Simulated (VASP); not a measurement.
Set up this calculation in VASP 6.6.1, as the native input.

| Item | Value |
| --- | --- |
| Task | single point |
| Functional | PBE |
| Potentials or basis | VASP PAW PBE potentials, release 64 (Al) |
| Cutoff | 500 eV |
| k mesh | 8 × 8 × 8 |
| Occupations | fermi-dirac, width 0.1 eV |
| Spin | no spin polarisation |
| Dipole correction | no |
| Further INCAR settings | ALGO = Normal; EDIFF = 1e-06; NBANDS = 8 |

The structure of Al lies in POSCAR:

```
Al
1.0
    0.0000000000      1.9694923731      1.9694923731
    1.9694923731      0.0000000000      1.9694923731
    1.9694923731      1.9694923731      0.0000000000
Al
1
Direct
    0.0000000000      0.0000000000      0.0000000000
```

These files were run (other wordings do the same):

INCAR

```
  PREC = Accurate
  ENCUT = 500
  EDIFF = 1E-6
  ISMEAR = -1
  SIGMA = 0.1
  LREAL = F
  LASPH = T
  NELM = 120
  ALGO = Normal
  ISIF = 2
  LWAVE = F
  LCHARG = F
  GGA = PE
  NBANDS = 8
  GGA_COMPAT = F
```

KPOINTS

```
regular mesh
0
Gamma
  8 8 8
```

Potentials or basis: VASP PAW PBE potentials, release 64 (Al).

Run with:

```bash
$ cat potpaw_PBE.64/Al/POTCAR > POTCAR
$ mpirun -np 1 vasp_std > vasp.out
```

It gave:

* Pressure: 7.4 GPa

Wall time 3.6 s on 1 thread of AMD EPYC 7R13 (shared host), peak memory 0.09 GiB.
